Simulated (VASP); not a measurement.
# Ni (Im-3m) in VASP: settings compared

Aim: see how the results for Ni move with the level of theory and the settings. Levels: PBE, LDA. Tasks: single point.

Everything below comes from runs of VASP 6.6.1. Logs are shortened: lines on timing, memory, paths and dates and some standing lists are left out, and cuts for length are marked.

### 1 The cell of the first run

It takes space group Im-3m (No. 229, cubic). The conventional cell has a = 2.767 Å, b = 2.767 Å, c = 2.767 Å, α = 90.00°, β = 90.00°, γ = 90.00°. Ni (site symmetry m-3m) has 14 Ni at 2.40 to 2.77 Å within 3.2 Å.

### 2 Single point, PBE, collinear spin, ferromagnetic start

INCAR reads:

```
SYSTEM = Ni
PREC = Accurate
ENCUT = 520
EDIFF = 1E-6
ISMEAR = -1
SIGMA = 0.05
LREAL = .False.
LASPH = .True.
NELM = 150
ALGO = Normal
ISIF = 2
LWAVE = .False.
LCHARG = .True.
ISPIN = 2
MAGMOM = 2
LORBIT = 11
NUPDOWN = 2.0
LMAXMIX = 4
GGA = PE
LELF = .True.
LVHAR = .True.
NBANDS = 15
```

KPOINTS reads:

```
regular mesh
0
Gamma
  11 11 11
  0 0 0
```

POSCAR reads:

```
Ni
1.0
   -1.3837154700      1.3837154700      1.3837154700
    1.3837154700     -1.3837154700      1.3837154700
    1.3837154700      1.3837154700     -1.3837154700
Ni
1
Direct
    0.0000000000      0.0000000000      0.0000000000
```

Potentials or basis: VASP PAW PBE potentials, release 64 (Ni).

Launch:

```
> cat potpaw_PBE.64/Ni/POTCAR > POTCAR
> mpirun -np 1 vasp_std > vasp.out
```

OUTCAR:

```text
SYSTEM = Ni
   PREC = Accurate
   ENCUT = 520
   EDIFF = 1E-6
   ISMEAR = -1
   LREAL = .False.
   LASPH = .True.
   NELM = 150
   ISIF = 2
   ISPIN = 2
   LORBIT = 11
   NUPDOWN = 2.0
   GGA = PE

 ion  position               nearest neighbor table
   1  0.000  0.000  0.000-

  LATTYP: Found a body centered cubic cell.
 ALAT       =     2.7674309400

  Lattice vectors:

 A1 = (  -1.3837154700,   1.3837154700,   1.3837154700)
 A2 = (   1.3837154700,  -1.3837154700,   1.3837154700)
 A3 = (   1.3837154700,   1.3837154700,  -1.3837154700)

Analysis of symmetry for initial positions (statically):
=====================================================================
 Subroutine PRICEL returns:
 Original cell was already a primitive cell.

 Routine SETGRP: Setting up the symmetry group for a
 body centered cubic supercell.

 Subroutine GETGRP returns: Found 48 space group operations
 (whereof 48 operations were pure point group operations)
 out of a pool of 48 trial point group operations.

The static configuration has the point symmetry O_h .

Analysis of symmetry for dynamics (positions and initial velocities):
=====================================================================
 Subroutine PRICEL returns:
 Original cell was already a primitive cell.

 Routine SETGRP: Setting up the symmetry group for a
 body centered cubic supercell.

 Subroutine GETGRP returns: Found 48 space group operations
 (whereof 48 operations were pure point group operations)
 out of a pool of 48 trial point group operations.

The dynamic configuration has the point symmetry O_h .

Analysis of structural, dynamic, and magnetic symmetry:
=====================================================================
 Subroutine PRICEL returns:
 Original cell was already a primitive cell.

 Routine SETGRP: Setting up the symmetry group for a
 body centered cubic supercell.

 Subroutine GETGRP returns: Found 48 space group operations
 (whereof 48 operations were pure point group operations)
 out of a pool of 48 trial point group operations.

The overall configuration has the point symmetry O_h .

 Subroutine INISYM returns: Found 48 space group operations
 (whereof 48 operations are pure point group operations),
 and found     1 'primitive' translations

----------------------------------------------------------------------------------------

                                     Primitive cell

  volume of cell :      10.5974

  direct lattice vectors                    reciprocal lattice vectors
    -1.383715470  1.383715470  1.383715470     0.000000000  0.361345964  0.361345964
     1.383715470 -1.383715470  1.383715470     0.361345964  0.000000000  0.361345964
     1.383715470  1.383715470 -1.383715470     0.361345964  0.361345964  0.000000000

  length of vectors
     2.396665497  2.396665497  2.396665497     0.511020363  0.511020363  0.511020363

  position of ions in fractional coordinates (direct lattice)
     0.000000000  0.000000000  0.000000000

  ion indices of the primitive-cell ions
   primitive index   ion index
                 1           1

----------------------------------------------------------------------------------------

 KPOINTS: regular mesh

Automatic generation of k-mesh.
 Grid dimensions read from file:
 generate k-points for:   11   11   11

 Generating k-lattice:

  Cartesian coordinates                     Fractional coordinates (reciprocal lattice)
     0.000000000  0.032849633  0.032849633     0.090909091  0.000000000  0.000000000
     0.032849633  0.000000000  0.032849633     0.000000000  0.090909091  0.000000000
     0.032849633  0.032849633  0.000000000     0.000000000  0.000000000  0.090909091

  Length of vectors
     0.046456397  0.046456397  0.046456397

  Shift w.r.t. Gamma in fractional coordinates (k-lattice)
     0.000000000  0.000000000  0.000000000

 Subroutine IBZKPT returns following result:
 ===========================================

 Found     56 irreducible k-points:

 Following reciprocal coordinates:
            Coordinates               Weight
  0.000000  0.000000  0.000000      1.000000
  0.090909  0.000000  0.000000     12.000000
  0.181818  0.000000  0.000000     12.000000
  0.272727  0.000000  0.000000     12.000000
  0.363636  0.000000  0.000000     12.000000
  0.454545  0.000000  0.000000     12.000000
[... 16 lines left out ...]
  0.272727  0.181818  0.090909     48.000000
  0.363636  0.181818  0.090909     24.000000
 [... further k-points ...]
   k-points           NKPTS =     56   k-points in BZ     NKDIM =     56   number of bands    NBANDS=     15
   number of dos      NEDOS =    301   number of ions     NIONS =      1
   total plane-waves  NPLWV =   5832
   dimension x,y,z NGX =    18 NGY =   18 NGZ =   18
   dimension x,y,z NGXF=    36 NGYF=   36 NGZF=   36
   ions per type =               1
   NGX,Y,Z   is equivalent  to a cutoff of  12.49, 12.49, 12.49 a.u.
   NGXF,Y,Z  is equivalent  to a cutoff of  24.97, 24.97, 24.97 a.u.
 SYSTEM =  Ni
   PREC   = accura    normal or accurate (medium, high low for compatibility)
   ISTART =      0    job   : 0-new  1-cont  2-samecut
   ICHARG =      2    charge: 1-file 2-atom 10-const
   ISPIN  =      2    spin polarized calculation?
   LNONCOLLINEAR =      F non collinear calculations
   LSORBIT =      F    spin-orbit coupling
   LASPH  =      T    aspherical Exc in radial PAW
   ENCUT  =  520.0 eV  38.22 Ry    6.18 a.u.   4.46  4.46  4.46*2*pi/ulx,y,z
   NELM   =    150;   NELMIN=  2; NELMDL= -5     # of ELM steps
   EDIFF  = 0.1E-05   stopping-criterion for ELM
   LREAL  =      F    real-space projection
   EDIFFG = 0.1E-04   stopping-criterion for IOM
   NSW    =      0    number of steps for IOM
   IBRION =     -1    ionic relax: 0-MD 1-quasi-New 2-CG
   NFREE  =      0    steps in history (QN), initial steepest desc. (CG)
   ISIF   =      2    stress and relaxation
   ISYM   =      2    0-nonsym 1-usesym 2-fastsym
   POTIM  = 0.5000    time-step for ionic-motion
   TEBEG  =    0.0;   TEEND  =   0.0 temperature during run
   PSTRESS=    0.0 pullay stress
   NELECT =      10.0000    total number of electrons
   NUPDOWN=       2.0000    fix difference up-down
   EMIN   =  10.00;   EMAX   =-10.00  energy-range for DOS
   EFERMI =   0.00;   METHOD = LEGACY
   ISMEAR =    -1;   SIGMA  =   0.05  broadening in eV -4-tet -1-fermi 0-gaus
   EFERMI_NEDOS =   21; number of points for ismear=-14 and -15
   IALGO  =     38    algorithm
   IMIX   =      4    mixing-type and parameters
     AMIX     =   0.40;   BMIX     =  1.00
     AMIX_MAG =   1.60;   BMIX_MAG =  1.00
  volume/ion in A,a.u.               =      10.60        71.51
  Fermi-wavevector in a.u.,A,eV,Ry     =   1.605738  3.034405 35.081190  2.578395
  Thomas-Fermi vector in A             =   2.702037
   LORBIT       =     11    0 simple, 1 ext, 2 COOP (PROOUT), +10 PAW based schemes
   GGA     = PE    functional components
   LHFCALC =     F    Hartree Fock is set to
   AEXX    =    0.0000 exact exchange contribution
   IVDW    =     0    specifies the selected vdW correction
   LEPSILON=     F    determine dielectric tensor
   LRPA    =     F    only Hartree local field effects (RPA)
 spin polarized calculation
  energy-cutoff  :      520.00
  volume of cell :       10.60
 maximum number of plane-waves:       321
 NGX is ok and might be reduce to    18
   NGX =  9   NGY =  9   NGZ =  9

 number of electron      10.0000004 magnetization       2.0000001

 Free energy of the ion-electron system (eV)
  ---------------------------------------------------
  ext. energy  EPLUGINS =         0.00000000
  ---------------------------------------------------
  free energy    TOTEN  =        -3.51480979 eV

  energy without entropy =       -3.49661710  energy(sigma->0) =       -3.50571344

 E-fermi :   9.0254     XC(G=0): -13.5030

 val. band max:       15.4759285494   @ k =  -0.4545   0.4545   0.3636
 cond. band min:       9.0279805799   @ k =   0.3636   0.0909   0.0909
 fundamental gap:     -6.4479479696
 Fermi energy:        15.6410614678

 spin component 1

 k-point     1 :       0.0000    0.0000    0.0000
  band No.  band energies     occupation
      1       0.1217      1.00000
      2       5.9645      1.00000
      3       5.9645      1.00000
      4       5.9645      1.00000
      5       7.0525      1.00000
      6       7.0525      1.00000
      7      35.9903      0.00000
      8      35.9903      0.00000
      9      35.9903      0.00000
     10      40.8907      0.00000
     11      40.8907      0.00000
     12      42.0792      0.00000
     13      42.0792      0.00000
     14      42.0792      0.00000
     15      42.6774      0.00000
[... 397 lines left out ...]
 k-point    24 :       0.3636    0.1818    0.0909
  band No.  band energies     occupation
      1       4.6173      1.00000
      2       5.0812      1.00000
      3       6.1324      1.00000
      4       7.1492      1.00000
      5       7.2360      1.00000
      6      12.9522      1.00000
      7      15.9099      0.00460
      8      21.3534      0.00000
      9      24.7168      0.00000
     10      40.4371      0.00000
     11      45.4825      0.00000
     12      45.6564      0.00000
     13      50.8316      0.00000
     14      52.3156      0.00000
     15      52.6956      0.00000

 [... further k-points ...]

 spin component 2

 k-point     1 :       0.0000    0.0000    0.0000
  band No.  band energies     occupation
      1       0.9903      1.00000
      2       7.5700      1.00000
      3       7.5700      1.00000
      4       7.5700      1.00000
      5       9.0522      0.36898
      6       9.0522      0.36896
      7      36.8138      0.00000
      8      36.8138      0.00000
      9      36.8138      0.00000
     10      41.8713      0.00000
     11      41.8713      0.00000
     12      43.1427      0.00000
     13      43.1427      0.00000
     14      43.1427      0.00000
     15      43.6909      0.00000
[... 397 lines left out ...]
 k-point    24 :       0.3636    0.1818    0.0909
  band No.  band energies     occupation
      1       6.0573      1.00000
      2       6.5867      1.00000
      3       7.5786      1.00000
      4       9.0938      0.20278
      5       9.2288      0.01683
      6      14.1491      0.00000
      7      17.1235      0.00000
      8      22.3982      0.00000
      9      25.7080      0.00000
     10      41.3422      0.00000
     11      46.3365      0.00000
     12      46.6460      0.00000
     13      52.3885      0.00000
     14      53.1695      0.00000
     15      55.4615      0.00000

 [... further k-points ...]
[... 5 lines left out ...]
  --------------------------------------------------------------------------------------
  -------------------------------------------------------------------------------------
  Total        2.5138366      2.5138366      2.5138366     -0.0000000      0.0000000      0.0000000
  in kB      380.0556916    380.0556916    380.0556916     -0.0000000      0.0000000      0.0000000
  external PRESSURE =     380.0556916 kB  Pullay stress =       0.0000000 kB

 VOLUME and BASIS-vectors are now :
 -----------------------------------------------------------------------------
  energy-cutoff  :      520.00
  volume of cell :       10.60
      direct lattice vectors                 reciprocal lattice vectors
    -1.383715470  1.383715470  1.383715470     0.000000000  0.361345964  0.361345964
     1.383715470 -1.383715470  1.383715470     0.361345964  0.000000000  0.361345964
     1.383715470  1.383715470 -1.383715470     0.361345964  0.361345964  0.000000000

 POSITION                                       TOTAL-FORCE (eV/Angst)
 -----------------------------------------------------------------------------------
      0.00000      0.00000      0.00000         0.000000      0.000000      0.000000
 -----------------------------------------------------------------------------------
    total drift:                                0.000000      0.000000      0.000000

  FREE ENERGIE OF THE ION-ELECTRON SYSTEM (eV)
  ---------------------------------------------------
  free  energy   TOTEN  =        -3.5148097927 eV

  energy  without entropy=       -3.4966170968  energy(sigma->0) =       -3.50571344

 total charge

# of ion       s       p       d       tot
------------------------------------------
    1        0.550   0.683   8.063   9.296

 magnetization (x)

# of ion       s       p       d       tot
------------------------------------------
    1        0.076   0.231   1.579   1.886
```

Wall time 36 s (1 thread of Intel Xeon 8259CL, shared host); peak memory 0.13 GiB.

Results:

| Item | Value |
| --- | --- |
| Free energy | -3.5148 eV |
| Pressure | 38.0 GPa |
| Net moment | 2.00 μB per cell |
| Site moments | Ni +1.89 μB |
| Valence electrons inside the program's atomic spheres | Ni 9.30 |

Caveat: the total moment is fixed, so each spin has its own Fermi level.

### 3 Single point, LDA, collinear spin, ferromagnetic start

This run uses another cell than the first one, of 9.96 Å³/atom, 0.940 times its volume.

INCAR reads:

```
PREC = Accurate
ENCUT = 590
EDIFF = 1E-6
ISMEAR = -1
SIGMA = 0.05
LREAL = F
LASPH = T
NELM = 200
ALGO = Normal
ISIF = 2
LWAVE = F
LCHARG = F
ISPIN = 2
MAGMOM = 1
LORBIT = 11
LMAXMIX = 4
NBANDS = 19
GGA_COMPAT = F
```

KPOINTS reads:

```
Automatic mesh
0
Gamma
  13 13 13
```

POSCAR reads:

```
Ni
1.0
   -1.3554684528      1.3554684528      1.3554684528
    1.3554684528     -1.3554684528      1.3554684528
    1.3554684528      1.3554684528     -1.3554684528
Ni
1
Direct
    0.0000000000      0.0000000000      0.0000000000
```

Potentials or basis: VASP PAW LDA potentials, release 64 (Ni_sv_GW).

Launch:

```
> cat potpaw_LDA.64/Ni_sv_GW/POTCAR > POTCAR
> mpirun -np 1 vasp_std > vasp.out
```

It used 70 s of CPU time on 1 thread of AMD EPYC 7R13 Processor (Zen 3) (shared host).

It converged, with:

- Free energy: -7.3537 eV
- Pressure: -1.4 GPa
- Net moment: 0.14 μB per cell
- Site moments: Ni +0.14 μB
- Valence electrons inside the program's atomic spheres: Ni 16.46

Levels at points of the mesh, in eV from the Fermi level:
Spin up:
| k point | band 5 | band 6 | band 7 | band 8 | band 9 | band 10 | band 11 | band 12 | band 13 | band 14 |
| --- | --- | --- | --- | --- | --- | --- | --- | --- | --- | --- |
| (0.00, 0.00, 0.00) | -9.53 | -2.28 | -2.28 | -2.28 | -0.69 | -0.69 | 27.19 | 27.19 | 27.19 | 32.64 |
Spin down:
```
           k point  band 7  band 8  band 9  band 10  band 11  band 12
(0.00, 0.00, 0.00)   -2.13   -2.13   -0.57    -0.57    27.18    27.18
```
